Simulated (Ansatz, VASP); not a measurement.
**One calculation of ZnCl3, two programs**

Contents of INCAR:

```
SYSTEM = ZnCl3
ALGO     = Normal         ! electronic algorithm
EDIFF    = 1E-6           ! SCF threshold, eV
ENCUT    = 520            ! plane-wave cutoff, eV
GGA      = PE             ! functional
ISIF     = 2              ! what is computed and relaxed
ISMEAR   = 0              ! smearing method
LASPH    = .True.         ! aspherical terms in the spheres
LCHARG   = .False.        ! write CHGCAR
LREAL    = .False.        ! projectors in reciprocal space
LWAVE    = .False.        ! write WAVECAR
NBANDS   = 24             ! bands
NELM     = 60             ! most SCF steps
PREC     = Accurate       ! precision mode
SIGMA    = 0.1            ! smearing width, eV
```

The input KPOINTS:

```
k-points
0
Gamma
  4 4 4
  0 0 0
```

File POSCAR:

```
ZnCl3
1.0
    0.0000000000      3.7035114300      3.7035114300
    3.7035114300      0.0000000000      3.7035114300
    3.7035114300      3.7035114300      0.0000000000
Zn Cl
1 3
Direct
    0.0000000000      0.0000000000      0.0000000000
    0.2500000000      0.2500000000      0.2500000000
    0.7500000000      0.7500000000      0.7500000000
    0.5000000000      0.5000000000      0.5000000000
```

Input for Ansatz:

```yaml
crystal:
  lattice:
    - [0.0, 3.70351143, 3.70351143]
    - [3.70351143, 0.0, 3.70351143]
    - [3.70351143, 3.70351143, 0.0]
  atoms:
    - { symbol: Zn, position: [0.0, 0.0, 0.0] }
    - { symbol: Cl, position: [0.25, 0.25, 0.25] }
    - { symbol: Cl, position: [0.75, 0.75, 0.75] }
    - { symbol: Cl, position: [0.5, 0.5, 0.5] }
basis:
  ecutwfc: 420
kpoints:
  mp_grid: { grid: [4, 4, 4] }
hamiltonian:
  xc: pbe
scf:
  occupations: { method: gaussian, width: 0.1 }
  lower_state_search: "off"
output:
  forces: true
  stress: true
  eigenvalues: true
```

Change from the starting cell: species swapped into the ScZn3 type (Fm-3m, No. 225).

Alike in both runs: task single point; functional PBE; k mesh 4 × 4 × 4; occupations gaussian, width 0.1 eV; no spin polarisation.

|  | VASP | Ansatz |
| --- | --- | --- |
| version | VASP 6.6.1 | Ansatz 0.2.0 |
| potentials or method | VASP PAW PBE potentials, release 64 (Zn, Cl), cutoff 520 eV | scalar-relativistic, plane waves, PAW |
| valence electrons in the cell | 33 | 33 |

```tsv
	VASP	Ansatz	Ansatz less VASP
gap on the k mesh at the Fermi level (eV)	none	none	-
pressure (GPa)	-5.5	-5.5	+0.05
```

A gap of «none» marks a metal or a gap that the smearing closes.

The k mesh is coarse, so the values compare programs but aren't converged.
